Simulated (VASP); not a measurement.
Crystal: TaAs.

```
CELL_PARAMETERS angstrom
-1.72181 1.72181 5.86794
1.72181 -1.72181 5.86794
1.72181 1.72181 -5.86794
ATOMIC_POSITIONS crystal
Ta 0.49997 0.49997 0.00000
Ta 0.24997 0.74997 0.50000
As 0.08263 0.08263 0.00000
As 0.83263 0.33263 0.50000
```

Base run:

| Quantity | Value |
| --- | --- |
| Program | VASP 6.6.1 |
| Functional | PBEsol |
| Potentials or basis | VASP PAW PBE potentials, release 64 (Ta_sv_GW, As_d) |
| Cutoff | 510 eV |
| k mesh | 11 × 11 × 11 |
| Occupations | fermi-dirac, width 0.05 eV |
| Spin | no spin polarisation |
| Hubbard terms | Ta d U = 2.0 eV |

Its results: band gap on the k mesh zero (bands 28 and 29 overlap by 0.02 eV); pressure -0.9 GPa; largest force 0.022 eV/Å.

**Question.** After a change of settings the same cell gave: band gap on the k mesh 0.01 eV (least direct gap 0.04 eV); pressure -4.1 GPa; largest force 0.023 eV/Å. Which change was it?
A. hubbard terms from Ta d U = 2.0 eV to Ta d U = 4.0 eV
B. cutoff from 510 eV to 600 eV; hubbard terms from Ta d U = 2.0 eV to Ta d U = 5.0 eV
C. hubbard terms from Ta d U = 2.0 eV to none

**Answer.** C.

Caveats: the PAW data sets were made with another functional, which shifts forces and pressure a little; spin-orbit coupling is left out, which moves the levels of the heavy elements; U without spin polarisation on a metal has little footing (at least some runs); the U is typed as a test and isn't derived for this compound (at least some runs); the cell stands under tension (at least some runs); the smearing spreads over this small gap (at least some runs).
